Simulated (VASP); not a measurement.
# SnO2 (C2/m) in VASP: notebook, part 2 of 2

VASP 6.6.1.

**3. Single point, PBE**

Contents of INCAR:

```
PREC = Accurate
ENCUT = 520
EDIFF = 1E-6
ISMEAR = -1
SIGMA = 0.02
LREAL = False
LASPH = True
NELM = 80
ALGO = Normal
ISIF = 2
LWAVE = False
LCHARG = False
GGA = PE
NBANDS = 35
```

Contents of KPOINTS:

```
Automatic mesh
0
Gamma
  4 4 6
```

Contents of POSCAR:

```
SnO2
1.0
    4.7380000000     -0.0078966667     -0.0078966667
   -0.0078966667      4.7380000000     -0.0078966667
   -0.0053108333     -0.0053108333      3.1865000000
Sn O
2 4
Direct
    0.0000000000      0.0000000000      0.0000000000
    0.5000000000      0.5000000000      0.5000000000
    0.3071000000      0.3071000000      0.0000000000
    0.1929000000      0.8071000000      0.5000000000
    0.6929000000      0.6929000000      0.0000000000
    0.8071000000      0.1929000000      0.5000000000
```

Potentials or basis: VASP PAW PBE potentials, release 64 (Sn_d, O).

Command:

```console
cat potpaw_PBE.64/Sn_d/POTCAR potpaw_PBE.64/O/POTCAR > POTCAR
mpirun -np 1 vasp_std > vasp.out
```

It took 64 s on 1 thread of Intel Xeon 8259CL, shared host; peak memory 0.21 GiB.

The run converged. Its results:

* Free energy: -37.1571 eV
* Pressure: 11.8 GPa
* Largest force: 0.304 eV/Å
* Band gap on the k mesh: 1.27 eV

Forces in eV/Å, atoms in the order of the input:
```
Sn   0.000  0.000  0.000
Sn   0.000  0.000  0.000
O   -0.201 -0.201 -0.045
O    0.215 -0.215  0.000
O    0.201  0.201  0.045
O   -0.215  0.215  0.000
```

Stress tensor (GPa, compression positive):
```
10.69  0.71  0.40
 0.71 10.69  0.40
 0.40  0.40 13.98
```

Levels at points of the mesh, in eV from the valence-band top:
```csv
k point,band 23,band 24,band 25,band 26,band 27,band 28,band 29,band 30
"(0.00, 0.00, 0.00)",-1.21,-0.79,-0.77,0.00,1.27,6.15,6.34,6.36
"(0.50, 0.00, 0.00)",-1.20,-1.18,-0.64,-0.64,4.43,4.46,7.08,7.10
"(0.50, 0.50, 0.00)",-1.32,-1.29,-0.92,-0.88,4.83,4.85,7.52,7.53
"(0.00, 0.00, 0.50)",-1.67,-1.65,-1.28,-1.24,6.22,6.23,9.77,9.79
"(0.50, 0.00, 0.50)",-1.12,-1.09,-0.70,-0.69,6.50,6.52,8.04,8.10
"(0.50, 0.50, 0.50)",-0.98,-0.97,-0.86,-0.82,4.91,4.93,8.86,8.90
```

Caveat: the cell stands under pressure; spin-orbit coupling is left out, which moves the levels of the heavy elements. A hybrid or GW would open this gap; PBE tends to underestimate it.

**4. Single point, PBE**

Contents of INCAR:

```
SYSTEM = SnO2
ALGO = Normal
EDIFF = 1E-7
ENCUT = 520
GGA = PE
ISIF = 2
ISMEAR = -1
LASPH = .TRUE.
LCHARG = .FALSE.
LREAL = .FALSE.
LWAVE = .FALSE.
NBANDS = 35
NELM = 80
PREC = Accurate
SIGMA = 0.02
```

Contents of KPOINTS:

```
k-points
0
G
  4 4 6
  0 0 0
```

Edit POSCAR of step 3 so:

```diff
@@ -2,5 +2,5 @@
 1.0
-    4.7380000000     -0.0078966667     -0.0078966667
-   -0.0078966667      4.7380000000     -0.0078966667
-   -0.0053108333     -0.0053108333      3.1865000000
+    4.7380000000      0.0078966667      0.0078966667
+    0.0078966667      4.7380000000      0.0078966667
+    0.0053108333      0.0053108333      3.1865000000
 Sn O
```

Command:

```console
cat potpaw_PBE.64/Sn_d/POTCAR potpaw_PBE.64/O/POTCAR > POTCAR
mpirun -np 1 vasp_std > vasp.out
```

Run time: 67 s. Hardware: 1 thread of Intel Xeon 8259CL, shared host; peak memory 0.21 GiB.

It converged, with:

```
Free energy            : -37.1572 eV
Pressure               : 11.8 GPa
Largest force          : 0.308 eV/Å
Band gap on the k mesh : 1.27 eV
```

Forces on the atoms (eV/Å):
```
Sn   0.000  0.000  0.000
Sn   0.000  0.000  0.000
O   -0.216 -0.216  0.044
O    0.200 -0.200  0.000
O    0.216  0.216 -0.044
O   -0.200  0.200  0.000
```

Stress tensor (GPa, compression positive):
```
10.69 -0.70 -0.40
-0.70 10.69 -0.40
-0.40 -0.40 13.98
```

Levels at points of the mesh, in eV from the valence-band top:
```tsv
k point	band 24	band 25	band 26	band 27	band 28	band 29
(0.00, 0.00, 0.00)	-0.79	-0.77	0.00	1.27	6.15	6.34
(0.50, 0.00, 0.00)	-1.18	-0.64	-0.64	4.43	4.46	7.08
(0.50, 0.50, 0.00)	-1.29	-0.92	-0.88	4.83	4.85	7.52
(0.00, 0.00, 0.50)	-1.65	-1.28	-1.24	6.22	6.23	9.77
(0.50, 0.00, 0.50)	-1.09	-0.70	-0.69	6.50	6.52	8.04
(0.50, 0.50, 0.50)	-0.97	-0.85	-0.82	4.91	4.94	8.86
```

Caveat: the cell stands under pressure; spin-orbit coupling is left out, which moves the levels of the heavy elements. PBE gaps usually lie below the measured ones, often by a third to a half.

**5. Single point, PBE**

Contents of INCAR:

```
SYSTEM = SnO2
PREC     = Accurate       ! precision mode
ENCUT    = 520            ! plane-wave cutoff, eV
EDIFF    = 1E-6           ! SCF threshold, eV
ISMEAR   = -1             ! smearing method
SIGMA    = 0.02           ! smearing width, eV
LREAL    = .FALSE.        ! projectors in reciprocal space
LASPH    = .TRUE.         ! aspherical terms in the spheres
NELM     = 80             ! most SCF steps
ALGO     = Normal         ! electronic algorithm
ISIF     = 2              ! what is computed and relaxed
LWAVE    = .FALSE.        ! write WAVECAR
LCHARG   = .FALSE.        ! write CHGCAR
GGA      = PE             ! functional
NBANDS   = 35             ! bands
```

Contents of KPOINTS:

```
Automatic mesh
0
G
  4 4 6
  0 0 0
```

Edit POSCAR of step 4 so:

```diff
@@ -2,5 +2,5 @@
 1.0
-    4.7380000000      0.0078966667      0.0078966667
-    0.0078966667      4.7380000000      0.0078966667
-    0.0053108333      0.0053108333      3.1865000000
+    4.7380000000      0.0157933333      0.0157933333
+    0.0157933333      4.7380000000      0.0157933333
+    0.0106216667      0.0106216667      3.1865000000
 Sn O
```

Command:

```console
cat potpaw_PBE.64/Sn_d/POTCAR potpaw_PBE.64/O/POTCAR > POTCAR
mpirun -np 1 vasp_std > vasp.out
```

It took 62 s on 1 thread of Intel Xeon 8259CL, shared host; peak memory 0.21 GiB.

Results (log left out):

| Quantity | Value |
| --- | --- |
| Free energy | -37.1537 eV |
| Pressure | 11.8 GPa |
| Largest force | 0.329 eV/Å |
| Band gap on the k mesh | 1.27 eV |

Forces in eV/Å, atoms in the order of the input:
```
Sn   0.000  0.000  0.000
Sn   0.000  0.000  0.000
O   -0.224 -0.224  0.088
O    0.192 -0.192  0.000
O    0.224  0.224 -0.088
O   -0.192  0.192  0.000
```

Stress tensor (GPa, compression positive):
```
10.69 -1.40 -0.80
-1.40 10.69 -0.80
-0.80 -0.80 13.98
```

Levels at points of the mesh, in eV from the valence-band top:
| k point | band 23 | band 24 | band 25 | band 26 | band 27 | band 28 | band 29 | band 30 |
| --- | --- | --- | --- | --- | --- | --- | --- | --- |
| (0.00, 0.00, 0.00) | -1.20 | -0.80 | -0.76 | 0.00 | 1.27 | 6.15 | 6.33 | 6.36 |
| (0.50, 0.00, 0.00) | -1.21 | -1.16 | -0.64 | -0.63 | 4.42 | 4.47 | 7.07 | 7.11 |
| (0.50, 0.50, 0.00) | -1.34 | -1.28 | -0.94 | -0.86 | 4.81 | 4.86 | 7.52 | 7.53 |
| (0.00, 0.00, 0.50) | -1.68 | -1.64 | -1.31 | -1.21 | 6.21 | 6.24 | 9.76 | 9.79 |
| (0.50, 0.00, 0.50) | -1.13 | -1.07 | -0.71 | -0.68 | 6.49 | 6.53 | 8.01 | 8.13 |
| (0.50, 0.50, 0.50) | -0.98 | -0.97 | -0.87 | -0.80 | 4.90 | 4.95 | 8.84 | 8.92 |

Caveat: the cell stands under pressure; spin-orbit coupling is left out, which moves the levels of the heavy elements.

**6. Single point, PBE**

INCAR is that of step 5.

KPOINTS is that of step 5.

Edit POSCAR of step 5 so:

```diff
@@ -2,5 +2,5 @@
 1.0
-    4.7380000000      0.0157933333      0.0157933333
-    0.0157933333      4.7380000000      0.0157933333
-    0.0106216667      0.0106216667      3.1865000000
+    4.7380000000      0.0236900000      0.0236900000
+    0.0236900000      4.7380000000      0.0236900000
+    0.0159325000      0.0159325000      3.1865000000
 Sn O
```

Potentials or basis: VASP PAW PBE potentials, release 64 (Sn_d, O).

Command:

```console
cat potpaw_PBE.64/Sn_d/POTCAR potpaw_PBE.64/O/POTCAR > POTCAR
mpirun -np 1 vasp_std > vasp.out
```

It took 63 s on 1 thread of Intel Xeon 8259CL, shared host; peak memory 0.21 GiB.

It converged, with:

| Item | Value |
| --- | --- |
| Free energy | -37.1479 eV |
| Pressure | 11.8 GPa |
| Largest force | 0.355 eV/Å |
| Band gap on the k mesh | 1.27 eV |

Forces in eV/Å, atoms in the order of the input:
```
Sn   0.000  0.000  0.000
Sn   0.000  0.000  0.000
O   -0.233 -0.233  0.130
O    0.183 -0.183  0.000
O    0.233  0.233 -0.130
O   -0.183  0.183  0.000
```

Stress tensor (GPa, compression positive):
```
10.72 -2.09 -1.19
-2.09 10.72 -1.19
-1.19 -1.19 14.02
```

Levels at points of the mesh, in eV from the valence-band top:
| k point | band 23 | band 24 | band 25 | band 26 | band 27 | band 28 | band 29 | band 30 |
| --- | --- | --- | --- | --- | --- | --- | --- | --- |
| (0.00, 0.00, 0.00) | -1.18 | -0.81 | -0.75 | 0.00 | 1.27 | 6.15 | 6.32 | 6.37 |
| (0.50, 0.00, 0.00) | -1.22 | -1.15 | -0.64 | -0.63 | 4.40 | 4.48 | 7.07 | 7.11 |
| (0.50, 0.50, 0.00) | -1.35 | -1.26 | -0.96 | -0.84 | 4.80 | 4.88 | 7.51 | 7.53 |
| (0.00, 0.00, 0.50) | -1.69 | -1.63 | -1.33 | -1.19 | 6.21 | 6.25 | 9.75 | 9.79 |
| (0.50, 0.00, 0.50) | -1.15 | -1.06 | -0.72 | -0.67 | 6.47 | 6.54 | 7.98 | 8.16 |
| (0.50, 0.50, 0.50) | -0.99 | -0.98 | -0.87 | -0.78 | 4.89 | 4.96 | 8.82 | 8.93 |

Caveat: the cell stands under pressure; spin-orbit coupling is left out, which moves the levels of the heavy elements.

**7. Overview**

| cell | gap on the mesh (eV) | pressure (GPa) | largest force (eV/Å) |
| --- | --- | --- | --- |
| a = 4.738, b = 4.738, c = 3.187 Å, angles 90.4°, 6 atoms | 1.27 | 11.8 | 0.31 |
| a = 4.738, b = 4.738, c = 3.187 Å, angles 90.2°, 6 atoms | 1.27 | 11.8 | 0.30 |
| a = 4.738, b = 4.738, c = 3.187 Å, angles 89.8°, 6 atoms | 1.27 | 11.8 | 0.31 |
| a = 4.738, b = 4.738, c = 3.187 Å, angles 89.6°, 6 atoms | 1.27 | 11.8 | 0.33 |
| a = 4.738, b = 4.738, c = 3.187 Å, angles 89.4°, 6 atoms | 1.27 | 11.8 | 0.35 |

Alike in all rows: task single point; level PBE; potentials or basis VASP PAW PBE potentials, release 64 (Sn_d, O); no spin polarisation; k mesh 4 × 4 × 6; cutoff (eV) 520; smearing fermi-dirac 0.02 eV.

Caveats: the cell stands under pressure; spin-orbit coupling is left out, which moves the levels of the heavy elements.

Total energies depend on the potentials used, so only differences within one code and one set of settings carry meaning.
